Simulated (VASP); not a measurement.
# Te2Mo in VASP: single point with RPBE

Aim: the single point of Te2Mo with RPBE.

Program: VASP 6.6.1. These are calculated values, not measurements. Logs are shortened: lines on timing, memory, paths and dates and some standing lists are left out, and cuts for length are marked.

## Step 1: The cell of the first run

The cell holds a slab with vacuum, 12 atoms: a = 3.590 Å, b = 3.590 Å, c = 43.011 Å, α = 90.00°, β = 90.00°, γ = 120.00°.

## Step 2: Single point, RPBE

Contents of INCAR:

```
SYSTEM = Te2Mo
PREC = Accurate
ENCUT = 520
EDIFF = 1E-7
ISMEAR = -1
SIGMA = 0.05
LREAL = .FALSE.
LASPH = .TRUE.
NELM = 60
ALGO = Normal
ISIF = 2
LWAVE = .FALSE.
LCHARG = .FALSE.
GGA = RP
NBANDS = 64
```

Contents of KPOINTS:

```
Automatic mesh
0
G
  9 9 1
  0 0 0
```

Contents of POSCAR:

```
Te2Mo
1.0
    3.5897249989      0.0000000000      0.0000000000
   -1.7948624994      3.1087930416      0.0000000000
    0.0000000000      0.0000000000     43.0105011848
Te Mo
8 4
Direct
    0.3333333333      0.6666666667      0.3716233362
    0.3333333333      0.6666666667      0.9326369077
    0.6666666667      0.3333333333      0.1514561512
    0.6666666667      0.3333333333      0.7124752063
    0.6666666667      0.3333333333      0.0673630923
    0.6666666667      0.3333333333      0.6283766638
    0.3333333333      0.6666666667      0.2875247937
    0.3333333333      0.6666666667      0.8485438488
    0.6666666667      0.3333333333      0.3295750342
    0.6666666667      0.3333333333      0.8905906821
    0.3333333333      0.6666666667      0.1094093179
    0.3333333333      0.6666666667      0.6704249658
```

Potentials or basis: VASP PAW PBE potentials, release 64 (Te, Mo_sv).

Launch:

```bash
$ cat potpaw_PBE.64/Te/POTCAR potpaw_PBE.64/Mo_sv/POTCAR > POTCAR
$ mpirun -np 1 vasp_std > vasp.out
```

OUTCAR:

```text
SYSTEM = Te2Mo
   PREC = Accurate
   ENCUT = 520
   EDIFF = 1E-7
   ISMEAR = -1
   LREAL = .FALSE.
   LASPH = .TRUE.
   NELM = 60
   ISIF = 2
   GGA = RP

 ion  position               nearest neighbor table
   1  0.333  0.667  0.372-   9 2.75   9 2.75   9 2.75   7 3.62
   2  0.333  0.667  0.933-  10 2.75  10 2.75  10 2.75   8 3.62
   3  0.667  0.333  0.151-  11 2.75  11 2.75  11 2.75   5 3.62
   4  0.667  0.333  0.712-  12 2.75  12 2.75  12 2.75   6 3.62
   5  0.667  0.333  0.067-  11 2.75  11 2.75  11 2.75   3 3.62
   6  0.667  0.333  0.628-  12 2.75  12 2.75  12 2.75   4 3.62
   7  0.333  0.667  0.288-   9 2.75   9 2.75   9 2.75   1 3.62
   8  0.333  0.667  0.849-  10 2.75  10 2.75  10 2.75   2 3.62
   9  0.667  0.333  0.330-   1 2.75   1 2.75   1 2.75   7 2.75   7 2.75   7 2.75
  10  0.667  0.333  0.891-   2 2.75   2 2.75   2 2.75   8 2.75   8 2.75   8 2.75
  11  0.333  0.667  0.109-   5 2.75   5 2.75   5 2.75   3 2.75   3 2.75   3 2.75
  12  0.333  0.667  0.670-   6 2.75   6 2.75   6 2.75   4 2.75   4 2.75   4 2.75

  LATTYP: Found a hexagonal cell.
 ALAT       =     3.5897249989
 C/A-ratio  =    11.9815588097

  Lattice vectors:

 A1 = (   3.5897249989,   0.0000000000,   0.0000000000)
 A2 = (  -1.7948624994,   3.1087930416,   0.0000000000)
 A3 = (   0.0000000000,   0.0000000000,  43.0105011848)

Analysis of symmetry for initial positions (statically):
=====================================================================
 Subroutine PRICEL returns:
 Original cell was already a primitive cell.

 Routine SETGRP: Setting up the symmetry group for a
 hexagonal supercell.

 Subroutine GETGRP returns: Found 12 space group operations
 (whereof 12 operations were pure point group operations)
 out of a pool of 24 trial point group operations.

The static configuration has the point symmetry D_3d.

Analysis of symmetry for dynamics (positions and initial velocities):
=====================================================================
 Subroutine PRICEL returns:
 Original cell was already a primitive cell.

 Routine SETGRP: Setting up the symmetry group for a
 hexagonal supercell.

 Subroutine GETGRP returns: Found 12 space group operations
 (whereof 12 operations were pure point group operations)
 out of a pool of 24 trial point group operations.

The dynamic configuration has the point symmetry D_3d.

 Subroutine INISYM returns: Found 12 space group operations
 (whereof 12 operations are pure point group operations),
 and found     1 'primitive' translations

----------------------------------------------------------------------------------------

                                     Primitive cell

  volume of cell :     479.9848

  direct lattice vectors                    reciprocal lattice vectors
     3.589724999  0.000000000  0.000000000     0.278572871  0.160834122  0.000000000
    -1.794862499  3.108793042  0.000000000     0.000000000  0.321668244  0.000000000
     0.000000000  0.000000000 43.010501185     0.000000000  0.000000000  0.023250136

  length of vectors
     3.589724999  3.589724999 43.010501185     0.321668244  0.321668244  0.023250136

  position of ions in fractional coordinates (direct lattice)
     0.333333333  0.666666667  0.371623336
     0.333333333  0.666666667  0.932636908
     0.666666667  0.333333333  0.151456151
     0.666666667  0.333333333  0.712475206
     0.666666667  0.333333333  0.067363092
     0.666666667  0.333333333  0.628376664
     0.333333333  0.666666667  0.287524794
     0.333333333  0.666666667  0.848543849
     0.666666667  0.333333333  0.329575034
     0.666666667  0.333333333  0.890590682
     0.333333333  0.666666667  0.109409318
     0.333333333  0.666666667  0.670424966

  ion indices of the primitive-cell ions
   primitive index   ion index
                 1           1
                 2           2
                 3           3
                 4           4
                 5           5
                 6           6
                 7           7
                 8           8
                 9           9
                10          10
                11          11
                12          12

----------------------------------------------------------------------------------------

 KPOINTS: Automatic mesh

Automatic generation of k-mesh.
 Grid dimensions read from file:
 generate k-points for:    9    9    1

 Generating k-lattice:

  Cartesian coordinates                     Fractional coordinates (reciprocal lattice)
     0.030952541  0.017870458  0.000000000     0.111111111  0.000000000  0.000000000
     0.000000000  0.035740916  0.000000000     0.000000000  0.111111111  0.000000000
     0.000000000  0.000000000  0.023250136     0.000000000  0.000000000  1.000000000

  Length of vectors
     0.035740916  0.035740916  0.023250136

  Shift w.r.t. Gamma in fractional coordinates (k-lattice)
     0.000000000  0.000000000  0.000000000

 Subroutine IBZKPT returns following result:
 ===========================================

 Found     12 irreducible k-points:

 Following reciprocal coordinates:
            Coordinates               Weight
  0.000000  0.000000  0.000000      1.000000
  0.111111 -0.000000  0.000000      6.000000
  0.222222 -0.000000  0.000000      6.000000
  0.333333  0.000000  0.000000      6.000000
  0.444444 -0.000000  0.000000      6.000000
  0.111111  0.111111  0.000000      6.000000
  0.222222  0.111111  0.000000     12.000000
  0.333333  0.111111  0.000000     12.000000
  0.444444  0.111111  0.000000      6.000000
  0.222222  0.222222  0.000000      6.000000
  0.333333  0.222222  0.000000     12.000000
  0.333333  0.333333  0.000000      2.000000
   k-points           NKPTS =     12   k-points in BZ     NKDIM =     12   number of bands    NBANDS=     64
   number of dos      NEDOS =    301   number of ions     NIONS =     12
   total plane-waves  NPLWV = 250880
   dimension x,y,z NGX =    28 NGY =   28 NGZ =  320
   dimension x,y,z NGXF=    56 NGYF=   56 NGZF=  640
   ions per type =               8   4
   NGX,Y,Z   is equivalent  to a cutoff of  12.97, 12.97, 12.37 a.u.
   NGXF,Y,Z  is equivalent  to a cutoff of  25.93, 25.93, 24.74 a.u.
 SYSTEM =  Te2Mo
   PREC   = accura    normal or accurate (medium, high low for compatibility)
   ISTART =      0    job   : 0-new  1-cont  2-samecut
   ICHARG =      2    charge: 1-file 2-atom 10-const
   ISPIN  =      1    spin polarized calculation?
   LNONCOLLINEAR =      F non collinear calculations
   LSORBIT =      F    spin-orbit coupling
   LASPH  =      T    aspherical Exc in radial PAW
   ENCUT  =  520.0 eV  38.22 Ry    6.18 a.u.   6.67  6.67 79.97*2*pi/ulx,y,z
   NELM   =     60;   NELMIN=  2; NELMDL= -5     # of ELM steps
   EDIFF  = 0.1E-06   stopping-criterion for ELM
   LREAL  =      F    real-space projection
   EDIFFG = 0.1E-05   stopping-criterion for IOM
   NSW    =      0    number of steps for IOM
   IBRION =     -1    ionic relax: 0-MD 1-quasi-New 2-CG
   NFREE  =      0    steps in history (QN), initial steepest desc. (CG)
   ISIF   =      2    stress and relaxation
   ISYM   =      2    0-nonsym 1-usesym 2-fastsym
   POTIM  = 0.5000    time-step for ionic-motion
   TEBEG  =    0.0;   TEEND  =   0.0 temperature during run
   PSTRESS=    0.0 pullay stress
   NELECT =     104.0000    total number of electrons
   NUPDOWN=      -1.0000    fix difference up-down
   EMIN   =  10.00;   EMAX   =-10.00  energy-range for DOS
   EFERMI =   0.00;   METHOD = LEGACY
   ISMEAR =    -1;   SIGMA  =   0.05  broadening in eV -4-tet -1-fermi 0-gaus
   EFERMI_NEDOS =   21; number of points for ismear=-14 and -15
   IALGO  =     38    algorithm
   IMIX   =      4    mixing-type and parameters
     AMIX     =   0.40;   BMIX     =  1.00
     AMIX_MAG =   1.60;   BMIX_MAG =  1.00
  volume/ion in A,a.u.               =      40.00       269.92
  Fermi-wavevector in a.u.,A,eV,Ry     =   0.983279  1.858128 13.154625  0.966838
  Thomas-Fermi vector in A             =   2.114425
   LORBIT       =      0    0 simple, 1 ext, 2 COOP (PROOUT), +10 PAW based schemes
   GGA     = RP    functional components
   LHFCALC =     F    Hartree Fock is set to
   AEXX    =    0.0000 exact exchange contribution
   IVDW    =     0    specifies the selected vdW correction
   LEPSILON=     F    determine dielectric tensor
   LRPA    =     F    only Hartree local field effects (RPA)
 non-spin polarized calculation
  energy-cutoff  :      520.00
  volume of cell :      479.98
 maximum number of plane-waves:     13059
 NGX is ok and might be reduce to    28
   NGX = 13   NGY = 13   NGZ =159

 number of electron     104.0000005 magnetization

 Free energy of the ion-electron system (eV)
  ---------------------------------------------------
  ext. energy  EPLUGINS =         0.00000000
  ---------------------------------------------------
  free energy    TOTEN  =       -67.30286253 eV

  energy without entropy =      -67.30285254  energy(sigma->0) =      -67.30285754

 E-fermi :   3.7635     XC(G=0):  -7.2636

 val. band max:        3.2565750174   @ k =   0.3333   0.3333   0.0000
 cond. band min:       4.2686304105   @ k =   0.3333   0.3333   0.0000
 fundamental gap:      1.0120553931
 Fermi energy:         3.7634888309

 k-point     1 :       0.0000    0.0000    0.0000
  band No.  band energies     occupation
      1     -57.4877      2.00000
      2     -57.4877      2.00000
      3     -57.4875      2.00000
      4     -57.4875      2.00000
      5     -31.6112      2.00000
      6     -31.6112      2.00000
[... 56 lines left out ...]
     63       6.4492      0.00000
     64       6.4499      0.00000

 k-point     2 :       0.1111   -0.0000    0.0000
  band No.  band energies     occupation
      1     -57.4869      2.00000
      2     -57.4869      2.00000
      3     -57.4867      2.00000
      4     -57.4867      2.00000
      5     -31.6086      2.00000
      6     -31.6086      2.00000
[... 726 lines left out ...]
     63       5.6668      0.00000
     64       5.6668      0.00000

------------------------ aborting loop because EDIFF is reached ----------------------------------------

  FORCE on cell =-STRESS in cart. coord.  units (eV):
  Direction    XX          YY          ZZ          XY          YZ          ZX
  --------------------------------------------------------------------------------------
  -------------------------------------------------------------------------------------
  Total       -0.0911198     -0.0911198      0.0546040     -0.0000000     -0.0000000      0.0000000
  in kB       -0.3041556     -0.3041556      0.1822669     -0.0000000     -0.0000000      0.0000000
  external PRESSURE =      -0.1420148 kB  Pullay stress =       0.0000000 kB

 VOLUME and BASIS-vectors are now :
 -----------------------------------------------------------------------------
  energy-cutoff  :      520.00
  volume of cell :      479.98
      direct lattice vectors                 reciprocal lattice vectors
     3.589724999  0.000000000  0.000000000     0.278572871  0.160834122  0.000000000
    -1.794862499  3.108793042  0.000000000     0.000000000  0.321668244  0.000000000
     0.000000000  0.000000000 43.010501185     0.000000000  0.000000000  0.023250136

 POSITION                                       TOTAL-FORCE (eV/Angst)
 -----------------------------------------------------------------------------------
     -0.00000      2.07253     15.98371        -0.000000     -0.000000      0.004924
     -0.00000      2.07253     40.11318        -0.000000      0.000000      0.005560
      1.79486      1.03626      6.51420         0.000000      0.000000      0.005470
      1.79486      1.03626     30.64392        -0.000000     -0.000000      0.004251
      1.79486      1.03626      2.89732        -0.000000      0.000000     -0.005560
      1.79486      1.03626     27.02680        -0.000000      0.000000     -0.004924
     -0.00000      2.07253     12.36659        -0.000000      0.000000     -0.004251
     -0.00000      2.07253     36.49630        -0.000000      0.000000     -0.005470
      1.79486      1.03626     14.17519        -0.000000      0.000000     -0.000200
      1.79486      1.03626     38.30475        -0.000000     -0.000000     -0.000375
     -0.00000      2.07253      4.70575         0.000000      0.000000      0.000375
     -0.00000      2.07253     28.83531         0.000000     -0.000000      0.000200
 -----------------------------------------------------------------------------------
    total drift:                                0.000000     -0.000000     -0.000000

  FREE ENERGIE OF THE ION-ELECTRON SYSTEM (eV)
  ---------------------------------------------------
  free  energy   TOTEN  =       -67.3028625341 eV

  energy  without entropy=      -67.3028525441  energy(sigma->0) =      -67.30285754
```

Run time: 15 min. Hardware: 1 thread of Oxide Virtual Turin-like, shared host; peak memory 0.67 GiB.

Results:

- Free energy: -67.3029 eV
- Largest force: 0.006 eV/Å
- Band gap on the k mesh: 1.01 eV

Forces in eV/Å, atoms in the order of the input:
```
Te   0.000  0.000  0.005
Te   0.000  0.000  0.006
Te   0.000  0.000  0.005
Te   0.000  0.000  0.004
Te   0.000  0.000 -0.006
Te   0.000  0.000 -0.005
Te   0.000  0.000 -0.004
Te   0.000  0.000 -0.005
Mo   0.000  0.000  0.000
Mo   0.000  0.000  0.000
Mo   0.000  0.000  0.000
Mo   0.000  0.000  0.000
```

Caveat: there is no dipole correction, which matters where the two faces differ; the PAW data sets were made with another functional, which shifts forces and pressure a little; spin-orbit coupling is left out, which moves the levels of the heavy elements.
